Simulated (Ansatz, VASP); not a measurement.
# Cu: VASP beside Ansatz

Contents of INCAR:

```
PREC = Accurate ; ENCUT = 520
EDIFF = 1E-6 ; ISMEAR = 0
SIGMA = 0.15 ; LREAL = False
LASPH = True ; NELM = 80
ALGO = Fast ; ISIF = 2
LWAVE = False ; LCHARG = False
NBANDS = 18
```

Contents of KPOINTS:

```
Automatic mesh
0
Gamma
  20 20 12
```

File POSCAR:

```
Cu
1.0
   -1.4273957350      1.4273957350      1.3410790631
    1.4273957350     -1.4273957350      1.3410790631
    2.8547914700      2.8547914700      0.0000000000
Cu
2
Direct
   -0.0146433338     -0.0664107987      0.0000000000
    0.5146433338      0.5664107987      0.5000000000
```

Input for Ansatz:

```yaml
crystal:
  lattice:
    - [-1.427395735, 1.427395735, 1.3410790631]
    - [1.427395735, -1.427395735, 1.3410790631]
    - [2.85479147, 2.85479147, 0.0]
  atoms:
    - { symbol: Cu, position: [-0.0146433338, -0.0664107987, 0.0] }
    - { symbol: Cu, position: [0.5146433338, 0.5664107987, 0.5] }
basis:
  ecutwfc: 520.0
kpoints:
  mp_grid: { grid: [20, 20, 12] }
hamiltonian:
  xc: lda
  pseudopotentials: { kind: paw, azcp: { folder: soft_1 } }
scf:
  occupations: { method: gaussian, width: 0.15 }
output:
  forces: true
  stress: true
  eigenvalues: true
  write_density: true
  write_potential: true
  elf: true
  volumetric_format: npy
```

Change from the starting cell: mode 1 frozen in at -0.104 Å and mode 5 at -0.109 Å (largest displacements).

Alike in both runs: task single point; functional LDA; k mesh 20 × 20 × 12; occupations gaussian, width 0.15 eV; no spin polarisation.

|  | VASP | Ansatz |
| --- | --- | --- |
| version | VASP 6.6.1 | Ansatz 0.2.0 |
| potentials or method | VASP PAW LDA potentials, release 64 (Cu), cutoff 520 eV | scalar-relativistic, plane waves, PAW |
| valence electrons in the cell | 22 | 38 |

```tsv
	VASP	Ansatz	Ansatz less VASP
gap on the k mesh at the Fermi level (eV)	none	none	-
pressure (GPa)	4.0	1.6	-2.40
traceless stress, the component that is largest in VASP (GPa)	-2.33	-2.34	-0.015
rms of the force components (eV/Å)	0.413	0.412	-0.0014
```

Ansatz warns that its potentials were made for another functional, while VASP's fit it. LDA's correlation is that of Perdew and Zunger in VASP and of Perdew and Wang (1992) in Ansatz. Atom by atom the forces differ by 0.002 eV/Å (rms over components). A gap of «none» marks a metal or a gap that the smearing closes. VASP's potentials hold 22 valence electrons a cell and Ansatz's 38, so a difference there can come from the potentials and not from the codes.
